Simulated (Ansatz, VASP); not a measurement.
# Si2W in VASP and in Ansatz

Contents of INCAR:

```
SYSTEM = Si2W
PREC = Accurate ; ENCUT = 520
EDIFF = 1E-6 ; ISMEAR = 0
SIGMA = 0.15 ; LREAL = .FALSE.
LASPH = .TRUE. ; NELM = 80
ALGO = Normal ; ISIF = 2
LWAVE = .FALSE. ; LCHARG = .TRUE.
GGA = CA ; LELF = .TRUE.
LVHAR = .TRUE. ; NBANDS = 18
```

The input KPOINTS:

```
Automatic mesh
0
G
  20 20 20
  0 0 0
```

File POSCAR:

```
Si2W
1.0
   -1.7224399971      1.7224399971      3.7221928337
    1.7224399971     -1.7224399971      3.7221928337
    1.7224399971      1.7224399971     -3.7221928337
Si W
2 1
Direct
    0.3346644983      0.3346644983      0.0000000000
    0.6653355017      0.6653355017      0.0000000000
    0.0000000000      0.0000000000      0.0000000000
```

Input for Ansatz:

```yaml
crystal:
  lattice:
    - [-1.7224399971, 1.7224399971, 3.7221928337]
    - [1.7224399971, -1.7224399971, 3.7221928337]
    - [1.7224399971, 1.7224399971, -3.7221928337]
  atoms:
    - { symbol: Si, position: [0.3346644983, 0.3346644983, 0.0] }
    - { symbol: Si, position: [0.6653355017, 0.6653355017, 0.0] }
    - { symbol: W, position: [0.0, 0.0, 0.0] }
basis:
  ecutwfc: 420
kpoints:
  mp_grid: { grid: [20, 20, 20] }
hamiltonian:
  xc: lda
  pseudopotentials: { kind: paw, azcp: { folder: soft_1 } }
scf:
  occupations: { method: gaussian, width: 0.15 }
output:
  forces: true
  stress: true
  eigenvalues: true
```

Alike in both runs: task single point; functional LDA; k mesh 20 × 20 × 20; occupations gaussian, width 0.15 eV; no spin polarisation.

|  | VASP | Ansatz |
| --- | --- | --- |
| version | VASP 6.6.1 | Ansatz 0.2.0 |
| potentials or method | VASP PAW LDA potentials, release 64 (Si, W_sv), cutoff 520 eV | scalar-relativistic, plane waves, PAW |
| valence electrons in the cell | 22 | 22 |

VASP gave:

```
gap on the k mesh at the Fermi level (eV)                     : none
pressure (GPa)                                                : -15.7
traceless stress, the component that is largest in VASP (GPa) : 28.51
rms of the force components (eV/Å)                            : 0.107
```

**Question.** Which values does Ansatz return?

**Answer.** gap on the k mesh at the Fermi level (eV): none; pressure (GPa): -16.1; traceless stress, the component that is largest in VASP (GPa): 28.36; rms of the force components (eV/Å): 0.104.

Ansatz warns that its potentials were made for another functional, while VASP's fit it. LDA's correlation is that of Perdew and Zunger in VASP and of Perdew and Wang (1992) in Ansatz. Atom by atom the forces differ by 0.003 eV/Å (rms over components). A gap of «none» marks a metal or a gap that the smearing closes.

Neither program's run includes spin-orbit coupling.
